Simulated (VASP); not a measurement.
Crystal: Ti2C.

```xyz
3
Lattice="1.5407 0.8895 4.8138 -1.5407 0.8895 4.8138 0.0000 -1.7790 4.8138" Properties=species:S:1:pos:R:3 pbc="T T T"
Ti    0.0000    0.0000    3.5453
Ti    0.0000    0.0000   10.8960
C     0.0000    0.0000    7.2207
```

Base run:

* Program: VASP 6.6.1
* Functional: PBEsol
* Potentials or basis: VASP PAW PBE potentials, release 64 (Ti_sv, C)
* Cutoff: 520 eV
* k mesh: 9 × 9 × 9
* Occupations: gaussian, width 0.4 eV
* Spin: no spin polarisation

Its results: band gap on the k mesh zero (bands 14 and 15 overlap by 0.80 eV); pressure -4.1 GPa; largest force 0.137 eV/Å.

The run is repeated on the same cell with these changes: occupations from gaussian, width 0.4 eV to gaussian, width 0.01 eV. What comes out?

Band gap on the k mesh zero (bands 14 and 15 overlap by 0.81 eV); pressure -4.6 GPa; largest force 0.151 eV/Å.

Caveats: the cell stands under tension; the PAW data sets were made with another functional, which shifts forces and pressure a little; so wide a smearing shifts energies and pressures (at least some runs).
